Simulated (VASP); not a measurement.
Runs of VASP 6.6.1 on Al. The structure is that of space group P6/mmm (No. 191), or close to it. The cells are those of the table. This isn't the form of Al at room conditions, which is fcc.

| task | cell | k mesh | cutoff (eV) | gap on the mesh (eV) | pressure (GPa) |
| --- | --- | --- | --- | --- | --- |
| single point | a = 4.691, b = 4.691, c = 2.909 Å, angles 90.0, 90.0, 120.0°, 3 atoms | 9 × 9 × 13 | 520 | none | -7.3 |
| single point | a = 4.517, b = 4.517, c = 2.801 Å, angles 90.0, 90.0, 120.0°, 3 atoms | 8 × 8 × 11 | 520 | none | (b) |
| single point | a = 4.517, b = 4.517, c = 2.801 Å, angles 90.0, 90.0, 120.0°, 3 atoms | 11 × 11 × 15 | 520 | none | -0.4 |
| single point | a = 4.576, b = 4.576, c = 2.838 Å, angles 90.0, 90.0, 120.0°, 3 atoms | 9 × 9 × 13 | 520 | none | -3.3 |
| single point | a = 4.517, b = 4.517, c = 2.801 Å, angles 90.0, 90.0, 120.0°, 3 atoms | 9 × 9 × 13 | 520 | none | -0.4 |
| single point | a = 4.329, b = 4.329, c = 2.684 Å, angles 90.0, 90.0, 120.0°, 3 atoms | 9 × 9 × 13 | 520 | none | 13.2 |
| relaxation of cell and atoms | relaxed from a = 4.544, b = 4.544, c = 2.785 Å, angles 90.0, 90.0, 120.0°, 3 atoms | 8 × 8 × 11 | 600 | none | 0.0 |
| single point | a = 4.634, b = 4.634, c = 2.874 Å, angles 90.0, 90.0, 120.0°, 3 atoms | 9 × 9 × 13 | 520 | none | -5.5 |
| single point | a = 4.393, b = 4.393, c = 2.725 Å, angles 90.0, 90.0, 120.0°, 3 atoms | 9 × 9 × 13 | 520 | none | 7.6 |
| single point | a = 4.456, b = 4.456, c = 2.763 Å, angles 90.0, 90.0, 120.0°, 3 atoms | 9 × 9 × 13 | 520 | none | (a) |

Alike in all rows: level r2SCAN; potentials or basis VASP PAW PBE potentials, release 64 (Al); no spin polarisation; smearing fermi-dirac 0.1 eV.

Task: Estimate the missing entries.

Result: (a) 3.2; (b) -0.3.

Caveats: the PAW data sets were made with another functional, which shifts forces and pressure a little; the cell stands under tension (at least some runs); the cell stands under pressure (at least some runs).

A gap of «none» marks levels without a gap at the run's occupations.
